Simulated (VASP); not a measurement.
Crystal: Zr.

```
Zr
1.0
    -1.77305    1.77305    1.77305
     1.77305   -1.77305    1.77305
     1.77305    1.77305   -1.77305
Zr
1
Cartesian
  0.0000 0.0000 0.0000
```

Base run:

```yaml
Program: VASP 6.6.1
Functional: RPBE
Potentials_or_basis: VASP PAW PBE potentials, release 64 (Zr_sv)
Cutoff: 500 eV
k_mesh: 10 × 10 × 10
Occupations: fermi-dirac, width 0.05 eV
Spin: no spin polarisation
```

Its results: band gap on the k mesh zero (band 6 reaches 10.44 eV, above the bottom of band 7 at 8.67 eV); pressure 4.1 GPa.

**Question.** The run is repeated on the same cell with these changes: functional from RPBE to PBE; cutoff from 500 eV to 520 eV. What comes out?

**Answer.** Band gap on the k mesh zero (band 6 reaches 10.35 eV, above the bottom of band 7 at 8.59 eV); pressure 1.7 GPa.

PBE binds more tightly than RPBE, so the same cell stands under less pressure.

Caveats: the PAW data sets were made with another functional, which shifts forces and pressure a little (some runs).
